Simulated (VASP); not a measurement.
A run of VASP 6.6.1:

The input INCAR:

```
SYSTEM = HfO2
  PREC = Accurate
  ENCUT = 520
  EDIFF = 1E-7
  ISMEAR = 0
  SIGMA = 0.02
  LREAL = .FALSE.
  LASPH = .TRUE.
  NELM = 100
  ALGO = Normal
  ISIF = 2
  LWAVE = .FALSE.
  LCHARG = .FALSE.
  GGA = PE
  NBANDS = 31
```

The input KPOINTS:

```
Automatic mesh
0
G
  6 6 4
  0 0 0
```

POSCAR

```
HfO2
1.0
    3.5580190000      0.0000000000      0.0000000000
    0.0000000000      3.5580190000      0.0000000000
    0.0000000000      0.0000000000      5.0167051700
Hf O
2 4
Direct
    0.5000000000      0.5000000000      0.5000000000
    0.0000000000      0.0000000000      0.0000000000
    0.0000000000      0.5000000000      0.6972080000
    0.5000000000      0.0000000000      0.8027920000
    0.5000000000      0.0000000000      0.3027920000
    0.0000000000      0.5000000000      0.1972080000
```

Potentials or basis: VASP PAW PBE potentials, release 64 (Hf_pv, O).

Command:

```bash
$ cat potpaw_PBE.64/Hf_pv/POTCAR potpaw_PBE.64/O/POTCAR > POTCAR
$ mpirun -np 1 vasp_std > vasp.out
```

Hardware: 1 thread of AMD EPYC 7R13, with other jobs on the host.

Task: How long does it take, and how much memory?

Result: It took 120 s on 1 thread of AMD EPYC 7R13, with other jobs on the host, peak memory 0.17 GiB. Counts: scf iterations 16, k points 30.
